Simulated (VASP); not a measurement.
# K3I2Br (P-3m1) in VASP: notebook

K3I2Br is run at these levels: LDA; tasks: relaxation of the atoms.

All numbers are computed with VASP 6.6.1; they aren't measurements. Logs are shortened: lines on timing, memory, paths and dates and some standing lists are left out, and cuts for length are marked.

### 1 The cell of the first run

Symmetry: P-3m1, No. 164, trigonal system. The conventional cell has a = 4.711 Å, b = 4.711 Å, c = 10.643 Å, α = 90.00°, β = 90.00°, γ = 120.00°. K (site symmetry -3m) has 6 I at 3.30 Å within 4.3 Å. Within 4.2 Å of K (site symmetry 3m) lie 3 Br at 3.15 Å and 3 I at 3.30 Å and 3 K at 4.20 Å. I (site symmetry 3m) has 6 K at 3.30 Å within 4.3 Å. Within 4.2 Å of Br (site symmetry -3m) lie 6 K at 3.15 Å.

### 2 Relaxation of the atoms, LDA

File INCAR:

```
SYSTEM = K3I2Br
PREC = Accurate
ENCUT = 520
EDIFF = 1E-6
ISMEAR = 0
SIGMA = 0.05
LREAL = .False.
LASPH = .True.
NELM = 100
ALGO = Normal
ISIF = 2
LWAVE = .False.
LCHARG = .False.
GGA = CA
IBRION = 2
NSW = 50
EDIFFG = -0.01
```

File KPOINTS:

```
Automatic mesh
0
Gamma
  6 6 2
  0 0 0
```

File POSCAR:

```
K3I2Br
1.0
    4.7110565424      0.0000000000      0.0000000000
   -2.3555282712      4.0798946443      0.0000000000
    0.0000000000      0.0000000000     10.6426000000
K I Br
3 2 1
Direct
    0.0000000000      0.0000000000      0.5000000000
    0.3333333333      0.6666666667      0.1500969033
    0.6666666667      0.3333333333      0.8499030967
    0.3333333333      0.6666666667      0.6750221222
    0.6666666667      0.3333333333      0.3249778778
    0.0000000000      0.0000000000      0.0000000000
```

Potentials or basis: VASP PAW LDA potentials, release 64 (K_sv, I, Br).

Command:

```
cat potpaw_LDA.64/K_sv/POTCAR potpaw_LDA.64/I/POTCAR potpaw_LDA.64/Br/POTCAR > POTCAR
mpirun -np 1 vasp_std > vasp.out
```

OUTCAR:

```text
SYSTEM = K3I2Br
   PREC = Accurate
   ENCUT = 520
   EDIFF = 1E-6
   ISMEAR = 0
   LREAL = .False.
   LASPH = .True.
   NELM = 100
   ISIF = 2
   GGA = CA
   IBRION = 2
   NSW = 50
   EDIFFG = -0.01

 ion  position               nearest neighbor table
   1  0.000  0.000  0.500-   4 3.30   5 3.30   4 3.30   5 3.30   5 3.30   4 3.30
   2  0.333  0.667  0.150-   6 3.15   6 3.15   6 3.15   5 3.30   5 3.30   5 3.30
   3  0.667  0.333  0.850-   6 3.15   6 3.15   6 3.15   4 3.30   4 3.30   4 3.30
   4  0.333  0.667  0.675-   3 3.30   3 3.30   3 3.30   1 3.30   1 3.30   1 3.30
   5  0.667  0.333  0.325-   2 3.30   2 3.30   2 3.30   1 3.30   1 3.30   1 3.30
   6  0.000  0.000  0.000-   2 3.15   3 3.15   2 3.15   3 3.15   3 3.15   2 3.15

  LATTYP: Found a hexagonal cell.
 ALAT       =     4.7110565424
 C/A-ratio  =     2.2590686196

  Lattice vectors:

 A1 = (   4.7110565424,   0.0000000000,   0.0000000000)
 A2 = (  -2.3555282712,   4.0798946443,   0.0000000000)
 A3 = (   0.0000000000,   0.0000000000,  10.6426000000)

Analysis of symmetry for initial positions (statically):
=====================================================================
 Subroutine PRICEL returns:
 Original cell was already a primitive cell.

 Routine SETGRP: Setting up the symmetry group for a
 hexagonal supercell.

 Subroutine GETGRP returns: Found 12 space group operations
 (whereof 12 operations were pure point group operations)
 out of a pool of 24 trial point group operations.

The static configuration has the point symmetry D_3d.

Analysis of symmetry for dynamics (positions and initial velocities):
=====================================================================
 Subroutine PRICEL returns:
 Original cell was already a primitive cell.

 Routine SETGRP: Setting up the symmetry group for a
 hexagonal supercell.

 Subroutine GETGRP returns: Found 12 space group operations
 (whereof 12 operations were pure point group operations)
 out of a pool of 24 trial point group operations.

The dynamic configuration has the point symmetry D_3d.

 Subroutine INISYM returns: Found 12 space group operations
 (whereof 12 operations are pure point group operations),
 and found     1 'primitive' translations

----------------------------------------------------------------------------------------

                                     Primitive cell

  volume of cell :     204.5573

  direct lattice vectors                    reciprocal lattice vectors
     4.711056542  0.000000000  0.000000000     0.212266610  0.122552184  0.000000000
    -2.355528271  4.079894644  0.000000000     0.000000000  0.245104368  0.000000000
     0.000000000  0.000000000 10.642600000     0.000000000  0.000000000  0.093962002

  length of vectors
     4.711056542  4.711056542 10.642600000     0.245104368  0.245104368  0.093962002

  position of ions in fractional coordinates (direct lattice)
     0.000000000  0.000000000  0.500000000
     0.333333333  0.666666667  0.150096903
     0.666666667  0.333333333  0.849903097
     0.333333333  0.666666667  0.675022122
     0.666666667  0.333333333  0.324977878
     0.000000000  0.000000000  0.000000000

  ion indices of the primitive-cell ions
   primitive index   ion index
                 1           1
                 2           2
                 3           3
                 4           4
                 5           5
                 6           6

----------------------------------------------------------------------------------------

 KPOINTS: Automatic mesh

Automatic generation of k-mesh.
 Grid dimensions read from file:
 generate k-points for:    6    6    2

 Generating k-lattice:

  Cartesian coordinates                     Fractional coordinates (reciprocal lattice)
     0.035377768  0.020425364  0.000000000     0.166666667  0.000000000  0.000000000
     0.000000000  0.040850728  0.000000000     0.000000000  0.166666667  0.000000000
     0.000000000  0.000000000  0.046981001     0.000000000  0.000000000  0.500000000

  Length of vectors
     0.040850728  0.040850728  0.046981001

  Shift w.r.t. Gamma in fractional coordinates (k-lattice)
     0.000000000  0.000000000  0.000000000

 Subroutine IBZKPT returns following result:
 ===========================================

 Found     14 irreducible k-points:

 Following reciprocal coordinates:
            Coordinates               Weight
  0.000000  0.000000  0.000000      1.000000
  0.166667  0.000000  0.000000      6.000000
  0.333333  0.000000  0.000000      6.000000
  0.500000  0.000000  0.000000      3.000000
  0.166667  0.166667  0.000000      6.000000
  0.333333  0.166667  0.000000     12.000000
  0.333333  0.333333  0.000000      2.000000
  0.000000  0.000000  0.500000      1.000000
  0.166667  0.000000  0.500000      6.000000
  0.333333  0.000000  0.500000      6.000000
  0.500000  0.000000  0.500000      3.000000
  0.166667  0.166667  0.500000      6.000000
  0.333333  0.166667  0.500000     12.000000
  0.333333  0.333333  0.500000      2.000000
   k-points           NKPTS =     14   k-points in BZ     NKDIM =     14   number of bands    NBANDS=     28
   number of dos      NEDOS =    301   number of ions     NIONS =      6
   total plane-waves  NPLWV = 103680
   dimension x,y,z NGX =    36 NGY =   36 NGZ =   80
   dimension x,y,z NGXF=    72 NGYF=   72 NGZF=  160
   ions per type =               3   2   1
   NGX,Y,Z   is equivalent  to a cutoff of  12.70, 12.70, 12.50 a.u.
   NGXF,Y,Z  is equivalent  to a cutoff of  25.41, 25.41, 24.99 a.u.
 SYSTEM =  K3I2Br
   PREC   = accura    normal or accurate (medium, high low for compatibility)
   ISTART =      0    job   : 0-new  1-cont  2-samecut
   ICHARG =      2    charge: 1-file 2-atom 10-const
   ISPIN  =      1    spin polarized calculation?
   LNONCOLLINEAR =      F non collinear calculations
   LSORBIT =      F    spin-orbit coupling
   LASPH  =      T    aspherical Exc in radial PAW
   ENCUT  =  520.0 eV  38.22 Ry    6.18 a.u.   8.76  8.76 19.79*2*pi/ulx,y,z
   NELM   =    100;   NELMIN=  2; NELMDL= -5     # of ELM steps
   EDIFF  = 0.1E-05   stopping-criterion for ELM
   LREAL  =      F    real-space projection
   EDIFFG = -.1E-01   stopping-criterion for IOM
   NSW    =     50    number of steps for IOM
   IBRION =      2    ionic relax: 0-MD 1-quasi-New 2-CG
   NFREE  =      1    steps in history (QN), initial steepest desc. (CG)
   ISIF   =      2    stress and relaxation
   ISYM   =      2    0-nonsym 1-usesym 2-fastsym
   POTIM  = 0.5000    time-step for ionic-motion
   TEBEG  =    0.0;   TEEND  =   0.0 temperature during run
   PSTRESS=    0.0 pullay stress
   NELECT =      48.0000    total number of electrons
   NUPDOWN=      -1.0000    fix difference up-down
   EMIN   =  10.00;   EMAX   =-10.00  energy-range for DOS
   EFERMI =   0.00;   METHOD = LEGACY
   ISMEAR =     0;   SIGMA  =   0.05  broadening in eV -4-tet -1-fermi 0-gaus
   EFERMI_NEDOS =   21; number of points for ismear=-14 and -15
   IALGO  =     38    algorithm
   IMIX   =      4    mixing-type and parameters
     AMIX     =   0.40;   BMIX     =  1.00
     AMIX_MAG =   1.60;   BMIX_MAG =  1.00
  volume/ion in A,a.u.               =      34.09       230.07
  Fermi-wavevector in a.u.,A,eV,Ry     =   1.009757  1.908164 13.872628  1.019609
  Thomas-Fermi vector in A             =   2.142705
   LORBIT       =      0    0 simple, 1 ext, 2 COOP (PROOUT), +10 PAW based schemes
   GGA     = CA    functional components
   LHFCALC =     F    Hartree Fock is set to
   AEXX    =    0.0000 exact exchange contribution
   IVDW    =     0    specifies the selected vdW correction
   LEPSILON=     F    determine dielectric tensor
   LRPA    =     F    only Hartree local field effects (RPA)
 conjugate gradient relaxation of ions
 non-spin polarized calculation
 Gauss-broadening in eV      SIGMA  =   0.05
  energy-cutoff  :      520.00
  volume of cell :      204.56
 maximum number of plane-waves:      5538
 NGX is ok and might be reduce to    36
   NGX = 17   NGY = 17   NGZ = 39

--------------------------------------- Ionic step        1  -------------------------------------------

 number of electron      47.9999999 magnetization

 Free energy of the ion-electron system (eV)
  ---------------------------------------------------
  ext. energy  EPLUGINS =         0.00000000
  ---------------------------------------------------
  free energy    TOTEN  =       -19.02006612 eV

  energy without entropy =      -19.02006612  energy(sigma->0) =      -19.02006612

------------------------ aborting loop because EDIFF is reached ----------------------------------------

  FORCE on cell =-STRESS in cart. coord.  units (eV):
  Direction    XX          YY          ZZ          XY          YZ          ZX
  --------------------------------------------------------------------------------------
  -------------------------------------------------------------------------------------
  Total        2.1249591      2.1249591      2.6535704     -0.0000000      0.0000000      0.0000000
  in kB       16.6435572     16.6435572     20.7838588     -0.0000000      0.0000000      0.0000000
  external PRESSURE =      18.0236578 kB  Pullay stress =       0.0000000 kB

 VOLUME and BASIS-vectors are now :
 -----------------------------------------------------------------------------
  energy-cutoff  :      520.00
  volume of cell :      204.56
      direct lattice vectors                 reciprocal lattice vectors
     4.711056542  0.000000000  0.000000000     0.212266610  0.122552184  0.000000000
    -2.355528271  4.079894644  0.000000000     0.000000000  0.245104368  0.000000000
     0.000000000  0.000000000 10.642600000     0.000000000  0.000000000  0.093962002

 POSITION                                       TOTAL-FORCE (eV/Angst)
 -----------------------------------------------------------------------------------
      0.00000      0.00000      5.32130        -0.000000      0.000000      0.000000
     -0.00000      2.71993      1.59742         0.000000     -0.000000     -0.065053
      2.35553      1.35996      9.04518        -0.000000      0.000000      0.065053
     -0.00000      2.71993      7.18399         0.000000      0.000000      0.000117
      2.35553      1.35996      3.45861        -0.000000      0.000000     -0.000117
      0.00000      0.00000      0.00000        -0.000000      0.000000      0.000000
 -----------------------------------------------------------------------------------
    total drift:                               -0.000000      0.000000     -0.000000
[... 190 lines left out ...]
 POSITION                                       TOTAL-FORCE (eV/Angst)
 -----------------------------------------------------------------------------------
      4.71106      0.00000      5.32130        -0.000000      0.000000      0.000000
     -0.00000      2.71993      1.57524         0.000000     -0.000000      0.000547
      2.35553      1.35996      9.06736        -0.000000      0.000000     -0.000547
     -0.00000      2.71993      7.18725        -0.000000     -0.000000      0.023366
      2.35553      1.35996      3.45535         0.000000      0.000000     -0.023366
      4.71106      0.00000      0.00000        -0.000000      0.000000      0.000000
 -----------------------------------------------------------------------------------
    total drift:                                0.000000      0.000000      0.000000

  FREE ENERGIE OF THE ION-ELECTRON SYSTEM (eV)
  ---------------------------------------------------
  free  energy   TOTEN  =       -19.0215792105 eV

  energy  without entropy=      -19.0215792105  energy(sigma->0) =      -19.02157921

--------------------------------------- Ionic step        7  -------------------------------------------

 number of electron      48.0000001 magnetization

 Free energy of the ion-electron system (eV)
  ---------------------------------------------------
  ext. energy  EPLUGINS =         0.00000000
  ---------------------------------------------------
  free energy    TOTEN  =       -19.02180864 eV

  energy without entropy =      -19.02180864  energy(sigma->0) =      -19.02180864

 E-fermi :   0.4863     XC(G=0):  -8.4868

 val. band max:        0.2483855904   @ k =   0.0000   0.0000   0.0000
 cond. band min:       4.3061098942   @ k =   0.0000   0.0000   0.0000
 fundamental gap:      4.0577243038
 Fermi energy:         0.4863284916

 k-point     1 :       0.0000    0.0000    0.0000
  band No.  band energies     occupation
      1     -27.6073      2.00000
      2     -27.5931      2.00000
      3     -27.5347      2.00000
      4     -13.0293      2.00000
      5     -11.7092      2.00000
      6     -11.4383      2.00000
[... 20 lines left out ...]
     27       5.7279      0.00000
     28       6.3441      0.00000
[... 414 lines left out ...]
 VOLUME and BASIS-vectors are now :
 -----------------------------------------------------------------------------
  energy-cutoff  :      520.00
  volume of cell :      204.56
      direct lattice vectors                 reciprocal lattice vectors
     4.711056542  0.000000000  0.000000000     0.212266610  0.122552184  0.000000000
    -2.355528271  4.079894644  0.000000000     0.000000000  0.245104368  0.000000000
     0.000000000  0.000000000 10.642600000     0.000000000  0.000000000  0.093962002

 POSITION                                       TOTAL-FORCE (eV/Angst)
 -----------------------------------------------------------------------------------
      0.00000      0.00000      5.32130         0.000000      0.000000      0.000000
     -0.00000      2.71993      1.57114         0.000000      0.000000      0.001253
      2.35553      1.35996      9.07146         0.000000      0.000000     -0.001253
     -0.00000      2.71993      7.19575        -0.000000      0.000000      0.004514
      2.35553      1.35996      3.44685        -0.000000     -0.000000     -0.004514
      0.00000      0.00000      0.00000         0.000000      0.000000      0.000000
 -----------------------------------------------------------------------------------
    total drift:                                0.000000     -0.000000      0.000000

  FREE ENERGIE OF THE ION-ELECTRON SYSTEM (eV)
  ---------------------------------------------------
  free  energy   TOTEN  =       -19.0218086409 eV

  energy  without entropy=      -19.0218086409  energy(sigma->0) =      -19.02180864

 reached required accuracy - stopping structural energy minimisation
```

It took 9.1 min on 1 thread of AMD EPYC 7R13, shared host; peak memory 0.26 GiB.

What came out:

```yaml
Free_energy: -19.0218 eV
Energy_gained_by_relaxing: 0.3 meV/atom
Ionic_steps: 7
Pressure_after_relaxing: 1.8 GPa
Largest_force_after_relaxing: 0.005 eV/Å
Band_gap_on_the_k_mesh: 4.06 eV, direct
```

Forces on the atoms (eV/Å):
```
K    0.000  0.000  0.000
K    0.000  0.000  0.001
K    0.000  0.000 -0.001
I    0.000  0.000  0.005
I    0.000  0.000 -0.005
Br   0.000  0.000  0.000
```

Stress tensor (GPa, compression positive):
```
1.66 0.00 0.00
0.00 1.66 0.00
0.00 0.00 2.04
```

The path:
```tsv
step	energy change (eV)	largest force (eV/Å)	pressure (GPa)
1	0.0000	0.0651	1.80
2	-0.0004	0.0552	1.80
3	-0.0011	0.0254	1.80
4	-0.0010	0.0470	1.79
5	-0.0013	0.0315	1.79
6	-0.0015	0.0234	1.79
7	-0.0017	0.0045	1.79
```

Final structure:
```
K I Br
1.0
     4.71106    0.00000    0.00000
    -2.35553    4.07989    0.00000
     0.00000    0.00000   10.64260
K I Br
3 2 1
Cartesian
  0.0000 0.0000 5.3213
  0.0000 2.7199 1.5711
  2.3555 1.3600 9.0715
  0.0000 2.7199 7.1957
  2.3555 1.3600 3.4469
  0.0000 0.0000 0.0000
```

Caveat: spin-orbit coupling is left out, which moves the levels of the heavy elements.

### 3 Relaxation of the atoms, LDA

This run uses another cell than the first one, of 34.78 Å³/atom, 1.020 times its volume.

File INCAR:

```
PREC = Accurate ; ENCUT = 520
EDIFF = 1E-6 ; ISMEAR = 0
SIGMA = 0.05 ; LREAL = False
LASPH = True ; NELM = 100
ALGO = Normal ; ISIF = 2
LWAVE = False ; LCHARG = False
GGA = CA ; IBRION = 2
NSW = 50 ; EDIFFG = -0.01
```

File KPOINTS:

```
regular mesh
0
Gamma
  6 6 2
```

POSCAR, as its differences from that of step 2:

```diff
@@ -2,5 +2,5 @@
 1.0
-    4.7110565424      0.0000000000      0.0000000000
-   -2.3555282712      4.0798946443      0.0000000000
-    0.0000000000      0.0000000000     10.6426000000
+    4.4755000000      0.0000000000      0.0000000000
+   -2.2377500000      3.8758966946      0.0000000000
+    0.0000000000      0.0000000000     12.0308000000
 K I Br
```

Potentials or basis: VASP PAW LDA potentials, release 64 (K_sv, I, Br).

Command:

```
cat potpaw_LDA.64/K_sv/POTCAR potpaw_LDA.64/I/POTCAR potpaw_LDA.64/Br/POTCAR > POTCAR
mpirun -np 1 vasp_std > vasp.out
```

Wall time 4.7 min (1 thread of AMD EPYC 7R13, shared host); peak memory 0.28 GiB.

Results (log left out):

* Free energy: -19.0497 eV
* Energy gained by relaxing: 0.0 meV/atom
* Ionic steps: 3
* Pressure after relaxing: 1.3 GPa
* Largest force after relaxing: 0.009 eV/Å
* Band gap on the k mesh: 3.67 eV, direct

Forces in eV/Å, atoms in the order of the input:
```
K    0.000  0.000  0.000
K    0.000  0.000  0.008
K    0.000  0.000 -0.008
I    0.000  0.000 -0.009
I    0.000  0.000  0.009
Br   0.000  0.000  0.000
```

Stress tensor (GPa, compression positive):
```
1.57 0.00 0.00
0.00 1.57 0.00
0.00 0.00 0.77
```

The path:
```csv
step,energy change (eV),largest force (eV/Å),pressure (GPa)
1,0.0000,0.0266,1.30
2,-0.0001,0.0221,1.30
3,-0.0002,0.0090,1.30
```

Final structure:
```yaml
crystal:
  lattice:
    - [4.47550, 0.00000, 0.00000]
    - [-2.23775, 3.87590, 0.00000]
    - [0.00000, 0.00000, 12.03080]
  atoms:
    - { symbol: K, position: [0.00000, 0.00000, 0.50000] }
    - { symbol: K, position: [0.33333, 0.66667, 0.15052] }
    - { symbol: K, position: [0.66667, 0.33333, 0.84948] }
    - { symbol: I, position: [0.33333, 0.66667, 0.67500] }
    - { symbol: I, position: [0.66667, 0.33333, 0.32500] }
    - { symbol: Br, position: [0.00000, 0.00000, 0.00000] }
```

Levels at points of the mesh, in eV from the valence-band top:
```tsv
k point	band 22	band 23	band 24	band 25	band 26	band 27
(0.00, 0.00, 0.00)	-0.22	0.00	0.00	3.67	5.31	5.39
(0.50, 0.00, 0.00)	-0.84	-0.52	-0.44	4.22	5.42	5.45
(0.00, 0.00, 0.50)	-0.19	-0.03	-0.03	4.30	4.65	5.50
(0.50, 0.00, 0.50)	-0.93	-0.51	-0.44	4.65	4.72	5.31
```

Caveat: spin-orbit coupling is left out, which moves the levels of the heavy elements. LDA gaps usually lie below the measured ones, often by a third to a half.

(Continued in part 2 of 2.)
